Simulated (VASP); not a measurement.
Ru, 2 atoms in the cell. It takes space group P6_3/mmc (No. 194, hexagonal). The conventional cell has a = 2.759 Å, b = 2.759 Å, c = 4.366 Å, α = 90.00°, β = 90.00°, γ = 120.00°. Within 3.6 Å of Ru (site symmetry -6m2) lie 12 Ru at 2.70 to 2.76 Å.  This cell differs from its parent crystal: volume scaled by 1.06.

| Property | Result |
| --- | --- |
| Program | VASP 6.6.1 |
| Task | single point |
| Functional | LDA |
| Potentials or basis | VASP PAW LDA potentials, release 64 (Ru_pv) |
| Cutoff | 520 eV |
| k mesh | 11 × 11 × 6 |
| Occupations | fermi-dirac, width 0.05 eV |
| Spin | no spin polarisation |
| Dipole correction | no |
| Further INCAR settings | ALGO = Normal; EDIFF = 1e-06; NBANDS = 21 |

Potentials or basis: VASP PAW LDA potentials, release 64 (Ru_pv).

Run with:

```sh
$ cat potpaw_LDA.64/Ru_pv/POTCAR > POTCAR
$ mpirun -np 1 vasp_std > vasp.out
```

Hardware: 1 thread of Intel(R) Xeon(R) Platinum 8259CL CPU @ 2.50GHz (Skylake/Cascade Lake), with other jobs on the host.

**Question.** Estimate the wall time of this run.

**Answer.** Wall time 19 s on 1 thread of Intel(R) Xeon(R) Platinum 8259CL CPU @ 2.50GHz (Skylake/Cascade Lake), on a shared host, peak memory 0.15 GiB. Counts: scf iterations 12, k points 64.
